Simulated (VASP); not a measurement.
Wanted: the native input for a VASP 6.6.1 run.

```yaml
Task: single point
Functional: PBE
Potentials_or_basis: VASP PAW PBE potentials, release 64 (Sb, C)
Cutoff: 520 eV
k_mesh: 4 × 4 × 4
Occupations: gaussian, width 0.1 eV
Spin: no spin polarisation
Dipole_correction: no
Further_INCAR_settings: ALGO = Normal; EDIFF = 1e-06; NBANDS = 30
```

The structure of Sb7C lies in POSCAR:

```
Sb7C
1.0
   -3.8531771800      3.8531771800      3.8531771800
    3.8531771800     -3.8531771800      3.8531771800
    3.8531771800      3.8531771800     -3.8531771800
Sb C
7 1
Direct
    0.0000000000      0.5000000000      0.5000000000
    0.5000000000      0.5000000000      0.0000000000
    0.5000000000      0.0000000000      0.5000000000
    0.0000000000      0.0000000000      0.5000000000
    0.0000000000      0.5000000000      0.0000000000
    0.5000000000      0.0000000000      0.0000000000
    0.5000000000      0.5000000000      0.5000000000
    0.0000000000      0.0000000000      0.0000000000
```

One way to write it, as run:

INCAR

```
SYSTEM = Sb7C
PREC     = Accurate       ! precision mode
ENCUT    = 520            ! plane-wave cutoff, eV
EDIFF    = 1E-6           ! SCF threshold, eV
ISMEAR   = 0              ! smearing method
SIGMA    = 0.1            ! smearing width, eV
LREAL    = .FALSE.        ! projectors in reciprocal space
LASPH    = .TRUE.         ! aspherical terms in the spheres
NELM     = 60             ! most SCF steps
ALGO     = Normal         ! electronic algorithm
ISIF     = 2              ! what is computed and relaxed
LWAVE    = .FALSE.        ! write WAVECAR
LCHARG   = .FALSE.        ! write CHGCAR
GGA      = PE             ! functional
NBANDS   = 30             ! bands
```

KPOINTS

```
Automatic mesh
0
G
  4 4 4
  0 0 0
```

Potentials or basis: VASP PAW PBE potentials, release 64 (Sb, C).

Launch:

```bash
$ cat potpaw_PBE.64/Sb/POTCAR potpaw_PBE.64/C/POTCAR > POTCAR
$ mpirun -np 1 vasp_std > vasp.out
```

Results of the run:

| Quantity | Value |
| --- | --- |
| Pressure | -6.0 GPa |

It took 110 s on 1 thread of Intel Xeon 6975P-C, on a shared host, peak memory 0.36 GiB.
